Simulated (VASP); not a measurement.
**C: single point with LDA**

Crystal: C.

```
CELL_PARAMETERS angstrom
0.00000 1.70988 1.88309
1.70988 0.00000 1.88309
1.70988 1.70988 0.00000
ATOMIC_POSITIONS crystal
C 0.50000 0.50000 0.50000
C 0.75000 0.75000 0.75000
```

```yaml
Program: VASP 6.6.1
Task: single point
Functional: LDA
Potentials_or_basis: VASP PAW LDA potentials, release 64 (C_h)
Cutoff: 1300 eV
k_mesh: 12 × 12 × 12
Occupations: gaussian, width 0.05 eV
Spin: no spin polarisation
Dipole_correction: no
Further_INCAR_settings: ALGO = Normal; EDIFF = 1e-06; NBANDS = 11
```

- Pressure: 1.2 GPa
- Band gap on the k mesh: 2.98 eV (least direct gap 4.77 eV)

Stress tensor (GPa, compression positive):
```
 34.90   0.00   0.00
  0.00  34.90   0.00
  0.00   0.00 -66.12
```

Levels at points of the mesh, in eV from the valence-band top:
| k point | band 1 | band 2 | band 3 | band 4 | band 5 | band 6 | band 7 | band 8 |
| --- | --- | --- | --- | --- | --- | --- | --- | --- |
| (0.00, 0.00, 0.00) | -22.27 | -1.65 | 0.00 | 0.00 | 4.77 | 4.77 | 5.96 | 13.47 |
| (0.50, 0.00, 0.00) | -16.22 | -14.22 | -4.34 | -2.45 | 6.23 | 8.37 | 10.17 | 15.20 |
| (0.50, 0.50, 0.00) | -14.37 | -14.37 | -5.99 | -5.99 | 5.80 | 5.80 | 16.08 | 16.08 |
| (0.50, 0.00, 0.50) | -12.83 | -12.83 | -7.43 | -7.43 | 3.53 | 3.53 | 16.18 | 16.18 |

It took 52 s on 1 thread of Intel(R) Xeon(R) Platinum 8488C (Sapphire Rapids) (shared host), peak memory 0.18 GiB.

Caveat: the stress differs along the axes, from -66 to 35 GPa. A k mesh can miss the band edges.
